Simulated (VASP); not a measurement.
Set up this calculation in VASP 6.6.1, as the native input.

```yaml
Task: single point
Functional: PBE
Potentials_or_basis: VASP PAW PBE potentials, release 64 (Cu, O)
Cutoff: 600 eV
k_mesh: 8 × 8 × 8
Occupations: gaussian, width 0.02 eV
Spin: no spin polarisation
Dipole_correction: no
Further_INCAR_settings: ALGO = Normal; EDIFF = 1e-06; NBANDS = 37
```

The structure of Cu2O lies in POSCAR:

```
Cu2O
1.0
    4.2982410474      0.0000000000      0.0000000000
    0.0000000000      4.2982410474      0.0000000000
    0.0000000000      0.0000000000      4.2122762265
Cu O
4 2
Direct
    0.2500000000      0.2500000000      0.2500000000
    0.2500000000      0.7500000000      0.7500000000
    0.7500000000      0.7500000000      0.2500000000
    0.7500000000      0.2500000000      0.7500000000
    0.0000000000      0.0000000000      0.0000000000
    0.5000000000      0.5000000000      0.5000000000
```

This cell differs from its parent crystal: strain along c alone, the other axes held: -2.0 %.

One way to write it, as run:

INCAR

```
SYSTEM = Cu2O
ALGO = Normal ; EDIFF = 1E-6
ENCUT = 600 ; GGA = PE
GGA_COMPAT = .False. ; ISIF = 2
ISMEAR = 0 ; LASPH = .True.
LCHARG = .False. ; LREAL = .False.
LWAVE = .False. ; NBANDS = 37
NELM = 120 ; PREC = Accurate
SIGMA = 0.02
```

KPOINTS

```
k-points
0
Gamma
  8 8 8
  0 0 0
```

Potentials or basis: VASP PAW PBE potentials, release 64 (Cu, O).

Run with:

```bash
$ cat potpaw_PBE.64/Cu/POTCAR potpaw_PBE.64/O/POTCAR > POTCAR
$ mpirun -np 1 vasp_std > vasp.out
```

It gave:

```json
{
  "Pressure": "3.0 GPa",
  "Band gap on the k mesh": "0.49 eV"
}
```

Caveat: the cell differs from its parent crystal (strain along c alone, the other axes held: -2.0 %); the cell stands under pressure.

It took 6 min on 1 thread of Intel Xeon 8259CL, with other jobs on the host, peak memory 0.34 GiB.
